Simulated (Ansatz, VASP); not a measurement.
## TiCo in VASP and in Ansatz

```
Ti Co
1.0
     2.97265    0.00000    0.00000
     0.00000    2.97265    0.00000
     0.00000    0.00000    2.97265
Ti Co
1 1
Cartesian
  1.4863 1.4863 1.4863
  0.0000 0.0000 0.0000
```

Alike in both runs: task relaxation of cell and atoms; functional PBE; k mesh 18 × 18 × 18; occupations gaussian, width 0.1 eV; no spin polarisation.

```csv
,VASP,Ansatz
version,VASP 6.6.1,Ansatz 0.2.0
potentials or method,"VASP PAW PBE potentials, release 64 (Ti_sv, Co), cutoff 600 eV","scalar-relativistic, plane waves, PAW"
valence electrons in the cell,21,29
```

VASP gave:

- gap on the k mesh at the Fermi level, each at its own relaxed structure (eV): none
- relaxed volume (Å³/atom): 13.08
- relaxed length of the cell vector where the two differ most in proportion (Å): 2.969

Task: Which values does Ansatz return?

Result: gap on the k mesh at the Fermi level, each at its own relaxed structure (eV): none; relaxed volume (Å³/atom): 13.12; relaxed length of the cell vector where the two differ most in proportion (Å): 2.972.

A gap of «none» marks a metal or a gap that the smearing closes. VASP's potentials hold 21 valence electrons a cell and Ansatz's 29, so a difference there can come from the potentials and not from the codes.
